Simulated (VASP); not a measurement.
LiCl, 2 atoms in the cell. The structure is orthorhombic, space group Cmmm (No. 65). The conventional cell has a = 4.536 Å, b = 4.716 Å, c = 3.271 Å, α = 90.00°, β = 90.00°, γ = 90.00°. Li (site symmetry mmm) has 8 Cl at 2.80 to 2.87 Å and 6 Li at 3.27 Å within 3.7 Å. Within 3.7 Å of Cl (site symmetry mmm) lie 8 Li at 2.80 to 2.87 Å and 6 Cl at 3.27 Å.  This cell differs from its parent crystal: shear xy strain +3.9%.

* Program: VASP 6.6.1
* Task: single point
* Functional: r2SCAN
* Potentials or basis: VASP PAW PBE potentials, release 64 (Li_sv, Cl)
* Cutoff: 520 eV
* k mesh: 8 × 8 × 8
* Occupations: gaussian, width 0.01 eV
* Spin: no spin polarisation
* Dipole correction: no
* Further INCAR settings: ALGO = Normal; EDIFF = 1e-06; NBANDS = 12

Potentials or basis: VASP PAW PBE potentials, release 64 (Li_sv, Cl).

Launch:

```bash
$ cat potpaw_PBE.64/Li_sv/POTCAR potpaw_PBE.64/Cl/POTCAR > POTCAR
$ cp INCAR.step1 INCAR
$ mpirun -np 1 vasp_std > vasp.out
$ cp INCAR.step2 INCAR
$ mpirun -np 1 vasp_std > vasp.out
```

Hardware: 1 thread of Intel(R) Xeon(R) Platinum 8259CL CPU @ 2.50GHz (Skylake/Cascade Lake) (shared host).

**Question.** How long does it take, and how much memory?

**Answer.** Run time: 66 s on 1 thread of Intel(R) Xeon(R) Platinum 8259CL CPU @ 2.50GHz (Skylake/Cascade Lake), on a shared host, peak memory 0.16 GiB. Counts: k points 105.
